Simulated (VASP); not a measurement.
Si6O: single point with PBE

Si6O, a slab with vacuum:

```
CELL_PARAMETERS angstrom
3.85128 0.00000 0.00000
-1.92564 3.33531 0.00000
0.00000 0.00000 22.53271
ATOMIC_POSITIONS crystal
Si 0.66667 0.33333 0.17752
Si 0.33333 0.66667 0.21307
Si 0.33333 0.66667 0.31876
Si 0.66667 0.33333 0.35269
Si 0.66667 0.33333 0.45983
Si 0.33333 0.66667 0.48963
O 0.50000 0.33333 0.53050
```

```yaml
Program: VASP 6.6.1
Task: single point
Functional: PBE
Potentials_or_basis: VASP PAW PBE potentials, release 64 (Si, O)
Cutoff: 520 eV
k_mesh: 9 × 9 × 1
Occupations: gaussian, width 0.05 eV
Spin: collinear spin, ferromagnetic start
Starting_moments: "[0.0, 0.0, 0.0, 0.0, 0.0, 0.0, 2.0] μB"
```

```json
{
 "Largest force": "3.039 eV/Å",
 "Net moment": "-0.43 μB per cell",
 "Site moments": "Si -0.16, -0.01, -0.03, +0.01, +0.02 (each value once); O +0.04 μB",
 "Valence electrons inside the program's atomic spheres": "Si 1.64, 1.67, 1.68, 1.61 (each value once); O 4.98"
}
```

Forces on the atoms (eV/Å):
```
Si  -0.007  0.005  0.474
Si  -0.024 -0.023 -0.603
Si  -0.009  0.042 -0.035
Si  -0.102 -0.080  0.102
Si   1.872 -0.428 -0.227
Si   0.830 -1.155  0.224
O   -2.559  1.638  0.066
```

Levels at points of the mesh, in eV from the Fermi level:
Spin up:
| k point | band 11 | band 12 | band 13 | band 14 | band 15 | band 16 | band 17 | band 18 | band 19 | band 20 |
| --- | --- | --- | --- | --- | --- | --- | --- | --- | --- | --- |
| (0.00, 0.00, 0.00) | -1.12 | -0.64 | -0.24 | -0.11 | -0.05 | 1.01 | 1.46 | 1.67 | 2.51 | 2.61 |
Spin down:
| k point | band 13 | band 14 | band 15 | band 16 | band 17 | band 18 |
| --- | --- | --- | --- | --- | --- | --- |
| (0.00, 0.00, 0.00) | -0.58 | -0.24 | -0.13 | 0.98 | 1.38 | 1.67 |

Wall time 36 min on 1 thread of Oxide Virtual Turin-like Processor (shared host), peak memory 0.77 GiB.

Caveat: a moment this small can come from the mesh or the smearing.
